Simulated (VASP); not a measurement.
**Ga: single point with LDA**

Ga:

```
Ga
1.0
     2.20858   -3.74550   -0.33129
     2.20858    3.74550   -0.33129
    -0.66586    0.00000    4.43907
Ga
4
Direct
  0.15602 0.84398 0.08450
  0.65602 0.34398 0.41550
  0.84398 0.15602 0.91550
  0.34398 0.65602 0.58450
```

This cell differs from its parent crystal: engineering shear strain xz -0.3000, normal strain along z +0.0000.

| Quantity | Value |
| --- | --- |
| Program | VASP 6.6.1 |
| Task | single point |
| Functional | LDA |
| Potentials or basis | VASP PAW LDA potentials, release 64 (Ga_d) |
| Cutoff | 520 eV |
| k mesh | 10 × 10 × 10 |
| Occupations | gaussian, width 0.15 eV |
| Spin | no spin polarisation |

* Pressure: 7.9 GPa
* Largest force: 1.404 eV/Å
* Band gap on the k mesh: zero (bands 26 and 27 overlap by 2.25 eV)

Forces on the atoms (eV/Å):
```
Ga  -1.156  0.011 -0.796
Ga   1.156  0.011  0.796
Ga   1.156 -0.011  0.796
Ga  -1.156 -0.011 -0.796
```

Stress tensor (GPa, compression positive):
```
13.62  0.00  9.49
 0.00  2.03  0.00
 9.49  0.00  7.98
```

Levels at points of the mesh, in eV from the Fermi level:
```csv
k point,band 22,band 23,band 24,band 25,band 26,band 27,band 28,band 29,band 30,band 31
"(0.00, 0.00, 0.00)",-3.99,-3.86,-2.00,-1.11,-1.07,0.32,1.15,1.27,1.73,4.29
"(0.50, 0.00, 0.00)",-9.01,-4.67,-3.50,-2.46,-0.76,0.68,3.16,3.36,3.76,6.26
"(0.50, 0.50, 0.00)",-7.99,-3.64,-3.59,-1.56,-1.35,-0.12,1.45,1.56,1.68,7.46
"(0.00, 0.00, 0.50)",-9.77,-2.07,-2.07,-0.35,-0.35,2.08,2.08,2.41,2.41,3.90
"(0.50, 0.00, 0.50)",-7.57,-5.92,-5.62,-2.56,-0.82,-0.37,1.44,5.44,6.18,6.89
"(0.50, 0.50, 0.50)",-8.00,-6.05,-6.05,-2.52,-2.52,1.26,1.26,6.88,6.88,7.57
```

Wall time 15 min on 1 thread of Oxide Virtual Turin-like Processor (shared host), peak memory 0.49 GiB.

Caveat: the cell differs from its parent crystal (engineering shear strain xz -0.3000, normal strain along z +0.0000); the stress differs along the axes, from 2 to 14 GPa; forces of over 1 eV/Å act on the atoms, so gaps and moduli don't describe the material at rest.
